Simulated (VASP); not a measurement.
# Zn2SiN2 (R-3m) in VASP: a series of runs

The runs below take Zn2SiN2 through single point, with PBE.

Program: VASP 6.6.1. These are calculated values, not measurements. Logs are shortened: lines on timing, memory, paths and dates and some standing lists are left out, and cuts for length are marked.

**1. The cell of the first run**

It takes space group R-3m (No. 166, trigonal). Conventional cell: a = 2.872 Å, b = 2.872 Å, c = 23.257 Å, α = 90.00°, β = 90.00°, γ = 120.00°. Zn (site symmetry 3m) has 1 N at 1.88 Å within 2.5 Å. Si (site symmetry -3m) has 6 N at 1.91 Å within 2.5 Å. N (site symmetry 3m) has 1 Zn at 1.88 Å and 3 Si at 1.91 Å and 3 N at 2.53 Å within 2.6 Å.

The cell was built from a structure type or drawn by symmetry, and may not be a known phase.

**2. Single point, PBE, collinear spin, ferromagnetic start**

INCAR

```
SYSTEM = Zn2SiN2
  PREC = Accurate
  ENCUT = 520
  EDIFF = 1E-6
  ISMEAR = 0
  SIGMA = 0.1
  LREAL = .FALSE.
  LASPH = .TRUE.
  NELM = 150
  ALGO = Normal
  ISIF = 2
  LWAVE = .FALSE.
  LCHARG = .FALSE.
  ISPIN = 2
  MAGMOM = 0 0 0 1 1
  LORBIT = 11
  GGA = PE
  NBANDS = 31
```

KPOINTS

```
regular mesh
0
G
  6 6 6
  0 0 0
```

POSCAR

```
Zn2SiN2
1.0
    1.4359776348      0.8290620740      7.7521767705
   -1.4359776348      0.8290620740      7.7521767705
    0.0000000000     -1.6581241481      7.7521767705
Zn Si N
2 1 2
Direct
    0.7114251363      0.7114251363      0.7114251363
    0.2885748637      0.2885748637      0.2885748637
    0.5000000000      0.5000000000      0.5000000000
    0.2077695807      0.2077695807      0.2077695807
    0.7922304193      0.7922304193      0.7922304193
```

Potentials or basis: VASP PAW PBE potentials, release 64 (Zn, Si, N).

Started as:

```
$ cat potpaw_PBE.64/Zn/POTCAR potpaw_PBE.64/Si/POTCAR potpaw_PBE.64/N/POTCAR > POTCAR
$ mpirun -np 1 vasp_std > vasp.out
```

OUTCAR:

```text
SYSTEM = Zn2SiN2
   PREC = Accurate
   ENCUT = 520
   EDIFF = 1E-6
   ISMEAR = 0
   LREAL = .FALSE.
   LASPH = .TRUE.
   NELM = 150
   ISIF = 2
   ISPIN = 2
   LORBIT = 11
   GGA = PE

 ion  position               nearest neighbor table
   1  0.711  0.711  0.711-   5 1.88   2 2.66   2 2.66   2 2.66
   2  0.289  0.289  0.289-   4 1.88   1 2.66   1 2.66   1 2.66
   3  0.500  0.500  0.500-   4 1.91   4 1.91   5 1.91   5 1.91   4 1.91   5 1.91
   4  0.208  0.208  0.208-   2 1.88   3 1.91   3 1.91   3 1.91
   5  0.792  0.792  0.792-   1 1.88   3 1.91   3 1.91   3 1.91

  LATTYP: Found a trigonal (rhomboedric) cell.
 ALAT       =     7.9275229657
 COS(alpha) =     0.9343778690

  Lattice vectors:

 A1 = (   1.4359776348,   0.8290620740,   7.7521767705)
 A2 = (  -1.4359776348,   0.8290620740,   7.7521767705)
 A3 = (   0.0000000000,  -1.6581241481,   7.7521767705)

Analysis of symmetry for initial positions (statically):
=====================================================================
 Subroutine PRICEL returns:
 Original cell was already a primitive cell.

 Routine SETGRP: Setting up the symmetry group for a
 trigonal (rhombohedral) supercell.

 Subroutine GETGRP returns: Found 12 space group operations
 (whereof 12 operations were pure point group operations)
 out of a pool of 12 trial point group operations.

The static configuration has the point symmetry D_3d.

Analysis of symmetry for dynamics (positions and initial velocities):
=====================================================================
 Subroutine PRICEL returns:
 Original cell was already a primitive cell.

 Routine SETGRP: Setting up the symmetry group for a
 trigonal (rhombohedral) supercell.

 Subroutine GETGRP returns: Found 12 space group operations
 (whereof 12 operations were pure point group operations)
 out of a pool of 12 trial point group operations.

The dynamic configuration has the point symmetry D_3d.

Analysis of structural, dynamic, and magnetic symmetry:
=====================================================================
 Subroutine PRICEL returns:
 Original cell was already a primitive cell.

 Routine SETGRP: Setting up the symmetry group for a
 trigonal (rhombohedral) supercell.

 Subroutine GETGRP returns: Found 12 space group operations
 (whereof 12 operations were pure point group operations)
 out of a pool of 12 trial point group operations.

The overall configuration has the point symmetry D_3d.

 Subroutine INISYM returns: Found 12 space group operations
 (whereof 12 operations are pure point group operations),
 and found     1 'primitive' translations

----------------------------------------------------------------------------------------

                                     Primitive cell

  volume of cell :      55.3745

  direct lattice vectors                    reciprocal lattice vectors
     1.435977635  0.829062074  7.752176771     0.348194838  0.201030383  0.042998675
    -1.435977635  0.829062074  7.752176771    -0.348194838  0.201030383  0.042998675
     0.000000000 -1.658124148  7.752176771     0.000000000 -0.402060767  0.042998675

  length of vectors
     7.927522966  7.927522966  7.927522966     0.404353492  0.404353492  0.404353492

  position of ions in fractional coordinates (direct lattice)
     0.711425136  0.711425136  0.711425136
     0.288574864  0.288574864  0.288574864
     0.500000000  0.500000000  0.500000000
     0.207769581  0.207769581  0.207769581
     0.792230419  0.792230419  0.792230419

  ion indices of the primitive-cell ions
   primitive index   ion index
                 1           1
                 2           2
                 3           3
                 4           4
                 5           5

----------------------------------------------------------------------------------------

 KPOINTS: regular mesh

Automatic generation of k-mesh.
 Grid dimensions read from file:
 generate k-points for:    6    6    6

 Generating k-lattice:

  Cartesian coordinates                     Fractional coordinates (reciprocal lattice)
     0.058032473  0.033505064  0.007166446     0.166666667  0.000000000  0.000000000
    -0.058032473  0.033505064  0.007166446     0.000000000  0.166666667  0.000000000
     0.000000000 -0.067010128  0.007166446     0.000000000  0.000000000  0.166666667

  Length of vectors
     0.067392249  0.067392249  0.067392249

  Shift w.r.t. Gamma in fractional coordinates (k-lattice)
     0.000000000  0.000000000  0.000000000

 Subroutine IBZKPT returns following result:
 ===========================================

 Found     32 irreducible k-points:

 Following reciprocal coordinates:
            Coordinates               Weight
  0.000000  0.000000  0.000000      1.000000
  0.166667  0.000000 -0.000000      6.000000
  0.333333  0.000000  0.000000      6.000000
  0.500000  0.000000  0.000000      3.000000
  0.166667  0.166667 -0.000000      6.000000
  0.333333  0.166667  0.000000     12.000000
[... 16 lines left out ...]
  0.500000  0.500000  0.166667      6.000000
 -0.333333  0.500000  0.166667     12.000000
 [... further k-points ...]
   k-points           NKPTS =     32   k-points in BZ     NKDIM =     32   number of bands    NBANDS=     31
   number of dos      NEDOS =    301   number of ions     NIONS =      5
   total plane-waves  NPLWV = 216000
   dimension x,y,z NGX =    60 NGY =   60 NGZ =   60
   dimension x,y,z NGXF=   120 NGYF=  120 NGZF=  120
   ions per type =               2   1   2
   NGX,Y,Z   is equivalent  to a cutoff of  12.58, 12.58, 12.58 a.u.
   NGXF,Y,Z  is equivalent  to a cutoff of  25.16, 25.16, 25.16 a.u.
 SYSTEM =  Zn2SiN2
   PREC   = accura    normal or accurate (medium, high low for compatibility)
   ISTART =      0    job   : 0-new  1-cont  2-samecut
   ICHARG =      2    charge: 1-file 2-atom 10-const
   ISPIN  =      2    spin polarized calculation?
   LNONCOLLINEAR =      F non collinear calculations
   LSORBIT =      F    spin-orbit coupling
   LASPH  =      T    aspherical Exc in radial PAW
   ENCUT  =  520.0 eV  38.22 Ry    6.18 a.u.  14.74 14.74 14.74*2*pi/ulx,y,z
   NELM   =    150;   NELMIN=  2; NELMDL= -5     # of ELM steps
   EDIFF  = 0.1E-05   stopping-criterion for ELM
   LREAL  =      F    real-space projection
   EDIFFG = 0.1E-04   stopping-criterion for IOM
   NSW    =      0    number of steps for IOM
   IBRION =     -1    ionic relax: 0-MD 1-quasi-New 2-CG
   NFREE  =      0    steps in history (QN), initial steepest desc. (CG)
   ISIF   =      2    stress and relaxation
   ISYM   =      2    0-nonsym 1-usesym 2-fastsym
   POTIM  = 0.5000    time-step for ionic-motion
   TEBEG  =    0.0;   TEEND  =   0.0 temperature during run
   PSTRESS=    0.0 pullay stress
   NELECT =      38.0000    total number of electrons
   NUPDOWN=      -1.0000    fix difference up-down
   EMIN   =  10.00;   EMAX   =-10.00  energy-range for DOS
   EFERMI =   0.00;   METHOD = LEGACY
   ISMEAR =     0;   SIGMA  =   0.10  broadening in eV -4-tet -1-fermi 0-gaus
   EFERMI_NEDOS =   21; number of points for ismear=-14 and -15
   IALGO  =     38    algorithm
   IMIX   =      4    mixing-type and parameters
     AMIX     =   0.40;   BMIX     =  1.00
     AMIX_MAG =   1.60;   BMIX_MAG =  1.00
  volume/ion in A,a.u.               =      11.07        74.74
  Fermi-wavevector in a.u.,A,eV,Ry     =   1.443997  2.728758 28.369861  2.085126
  Thomas-Fermi vector in A             =   2.562341
   LORBIT       =     11    0 simple, 1 ext, 2 COOP (PROOUT), +10 PAW based schemes
   GGA     = PE    functional components
   LHFCALC =     F    Hartree Fock is set to
   AEXX    =    0.0000 exact exchange contribution
   IVDW    =     0    specifies the selected vdW correction
   LEPSILON=     F    determine dielectric tensor
   LRPA    =     F    only Hartree local field effects (RPA)
 spin polarized calculation
 Gauss-broadening in eV      SIGMA  =   0.10
  energy-cutoff  :      520.00
  volume of cell :       55.37
 maximum number of plane-waves:      1514
   NGX = 29   NGY = 29   NGZ = 29

 number of electron      37.9999987 magnetization      -0.0113912

 number of electron      37.9999987 magnetization       0.0011580

 Free energy of the ion-electron system (eV)
  ---------------------------------------------------
  ext. energy  EPLUGINS =         0.00000000
  ---------------------------------------------------
  free energy    TOTEN  =       -25.50852808 eV

  energy without entropy =      -25.49769679  energy(sigma->0) =      -25.50311243

 E-fermi :   5.1701     XC(G=0): -11.7404

 val. band max:        5.1360560471   @ k =   0.3333   0.3333   0.1667
 cond. band min:       5.1744854153   @ k =  -0.3333   0.3333   0.0000
 fundamental gap:      0.0384293681
 Fermi energy:         5.1700708941

 spin component 1

 k-point     1 :       0.0000    0.0000    0.0000
  band No.  band energies     occupation
      1     -12.6424      1.00000
      2      -9.1298      1.00000
      3      -4.3224      1.00000
      4      -2.9654      1.00000
      5      -2.8077      1.00000
      6      -2.4297      1.00000
[... 805 lines left out ...]
     30      19.0891      0.00000
     31      19.5859      0.00000

 [... further k-points ...]

 spin component 2

 k-point     1 :       0.0000    0.0000    0.0000
  band No.  band energies     occupation
      1     -12.6419      1.00000
      2      -9.1291      1.00000
      3      -4.3224      1.00000
      4      -2.9654      1.00000
      5      -2.8077      1.00000
      6      -2.4297      1.00000
[... 805 lines left out ...]
     30      19.0896      0.00000
     31      19.5863      0.00000

 [... further k-points ...]

------------------------ aborting loop because EDIFF is reached ----------------------------------------

  FORCE on cell =-STRESS in cart. coord.  units (eV):
  Direction    XX          YY          ZZ          XY          YZ          ZX
  --------------------------------------------------------------------------------------
  -------------------------------------------------------------------------------------
  Total        0.0430109      0.0430109      0.4034953      0.0000000     -0.0000000      0.0000000
  in kB        1.2444549      1.2444549     11.6745297      0.0000000     -0.0000000      0.0000000
  external PRESSURE =       4.7211465 kB  Pullay stress =       0.0000000 kB

 VOLUME and BASIS-vectors are now :
 -----------------------------------------------------------------------------
  energy-cutoff  :      520.00
  volume of cell :       55.37
      direct lattice vectors                 reciprocal lattice vectors
     1.435977635  0.829062074  7.752176771     0.348194838  0.201030383  0.042998675
    -1.435977635  0.829062074  7.752176771    -0.348194838  0.201030383  0.042998675
     0.000000000 -1.658124148  7.752176771     0.000000000 -0.402060767  0.042998675

 POSITION                                       TOTAL-FORCE (eV/Angst)
 -----------------------------------------------------------------------------------
      0.00000     -0.00000     16.54528        -0.000000      0.000000     -0.071365
      0.00000     -0.00000      6.71125        -0.000000     -0.000000      0.071365
      0.00000     -0.00000     11.62827         0.000000     -0.000000      0.000000
      0.00000     -0.00000      4.83200        -0.000000      0.000000     -0.078718
      0.00000     -0.00000     18.42453        -0.000000     -0.000000      0.078718
 -----------------------------------------------------------------------------------
    total drift:                               -0.000000     -0.000000      0.000000

  FREE ENERGIE OF THE ION-ELECTRON SYSTEM (eV)
  ---------------------------------------------------
  free  energy   TOTEN  =       -25.5085280787 eV

  energy  without entropy=      -25.4976967856  energy(sigma->0) =      -25.50311243

 total charge

# of ion       s       p       d       tot
------------------------------------------
    1        0.622   0.486   9.743  10.851
    2        0.622   0.486   9.743  10.851
    3        0.623   0.854   0.000   1.477
    4        1.243   2.557   0.000   3.800
    5        1.243   2.557   0.000   3.800
--------------------------------------------------
tot          4.352   6.942  19.486  30.780

 magnetization (x)

# of ion       s       p       d       tot
------------------------------------------
    1       -0.000  -0.000   0.000  -0.000
    2       -0.000  -0.000   0.000  -0.000
    3       -0.000   0.000   0.000  -0.000
    4        0.000   0.000   0.000   0.000
    5        0.000   0.000   0.000   0.000
--------------------------------------------------
tot         -0.000   0.001   0.000   0.001
```

Run time: 8.1 min. Hardware: 1 thread of AMD EPYC 9R45 (Zen 5), shared host; peak memory 0.63 GiB.

What came out:

* Free energy: -25.5085 eV
* Pressure: 0.5 GPa
* Largest force: 0.079 eV/Å
* Band gap on the k mesh: zero (filled and empty bands overlap)
* Net moment: 0.00 μB per cell
* Valence electrons inside the program's atomic spheres: Zn 10.85; Si 1.48; N 3.80

Forces in eV/Å, atoms in the order of the input:
```
Zn   0.000  0.000 -0.071
Zn   0.000  0.000  0.071
Si   0.000  0.000  0.000
N    0.000  0.000 -0.079
N    0.000  0.000  0.079
```

Levels at points of the mesh, in eV from the Fermi level:
Spin up:
```tsv
k point	band 17	band 18	band 19	band 20	band 21	band 22
(0.00, 0.00, 0.00)	-1.00	-0.15	-0.15	2.73	5.40	6.92
(0.50, 0.00, 0.00)	-2.90	-1.08	-0.78	-0.51	2.65	4.59
(0.50, 0.50, 0.00)	-2.28	-1.92	-1.81	-0.47	3.58	5.04
(0.50, 0.50, 0.50)	-0.99	-0.16	-0.16	0.92	6.86	7.04
```
Spin down:
| k point | band 16 | band 17 | band 18 | band 19 | band 20 | band 21 | band 22 | band 23 |
| --- | --- | --- | --- | --- | --- | --- | --- | --- |
| (0.00, 0.00, 0.00) | -1.00 | -1.00 | -0.15 | -0.15 | 2.73 | 5.40 | 6.92 | 8.64 |
| (0.50, 0.00, 0.00) | -3.09 | -2.90 | -1.08 | -0.78 | -0.50 | 2.65 | 4.59 | 6.11 |
| (0.50, 0.50, 0.00) | -2.85 | -2.28 | -1.92 | -1.81 | -0.47 | 3.58 | 5.04 | 6.19 |
| (0.50, 0.50, 0.50) | -0.99 | -0.99 | -0.16 | -0.16 | 0.92 | 6.86 | 7.04 | 7.51 |

Caveat: the k points lie up to 0.42 Å⁻¹ apart, too coarse for converged energies and pressures of a metal.

(Part 1 of 2 ends here.)
